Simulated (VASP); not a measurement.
Input of a VASP 6.6.1 run:

Contents of POSCAR:

```
ZnO
1.0
    5.5175700700      0.0000000000      0.0000000000
    0.0000000000      5.5175700700      0.0000000000
    0.0000000000      0.0000000000      3.2587787700
Zn O
4 4
Direct
    0.1819728400      0.1819728400      0.5000000000
    0.8180271600      0.8180271600      0.5000000000
    0.6819728400      0.3180271600      0.0000000000
    0.3180271600      0.6819728400      0.0000000000
    0.8172472300      0.1827527700      0.5000000000
    0.1827527700      0.8172472300      0.5000000000
    0.6827527700      0.6827527700      0.0000000000
    0.3172472300      0.3172472300      0.0000000000
```

The input INCAR.step1:

```
  PREC = Accurate
  ENCUT = 520
  ISMEAR = 0
  SIGMA = 0.05
  LREAL = F
  LASPH = T
  NELM = 80
  NBANDS = 46
  GGA = PE
  ALGO = Normal
  EDIFF = 1E-4
  LWAVE = T
  LCHARG = F
```

File INCAR.step2:

```
  PREC = Accurate
  ENCUT = 520
  EDIFF = 1E-6
  ISMEAR = 0
  SIGMA = 0.05
  LREAL = F
  LASPH = T
  NELM = 80
  ALGO = Normal
  ISIF = 2
  LWAVE = F
  LCHARG = F
  METAGGA = R2SCAN
  LMIXTAU = T
  NBANDS = 46
  ISTART = 1
```

The input KPOINTS:

```
Automatic mesh
0
Gamma
  6 6 8
```

Potentials or basis: VASP PAW PBE potentials, release 64 (Zn, O).

The run is started by

```console
$ cat potpaw_PBE.64/Zn/POTCAR potpaw_PBE.64/O/POTCAR > POTCAR
$ cp INCAR.step1 INCAR
$ mpirun -np 1 vasp_std > vasp.out
$ cp INCAR.step2 INCAR
$ mpirun -np 1 vasp_std > vasp.out
```

Question: What does it give for the pressure?

Answer: 0.3 GPa.

Question: Predict the band gap on the k mesh.

Answer: 1.20 eV.

Question: What does it give for the largest force?

Answer: 0.044 eV/Å.

Forces in eV/Å, atoms in the order of the input:
```
Zn  -0.031 -0.031  0.000
Zn   0.031  0.031  0.000
Zn  -0.031  0.031  0.000
Zn   0.031 -0.031  0.000
O    0.000  0.000  0.000
O    0.000  0.000  0.000
O    0.000  0.000  0.000
O    0.000  0.000  0.000
```

Caveat: the PAW data sets were made with another functional, which shifts forces and pressure a little. A k mesh can miss the band edges.
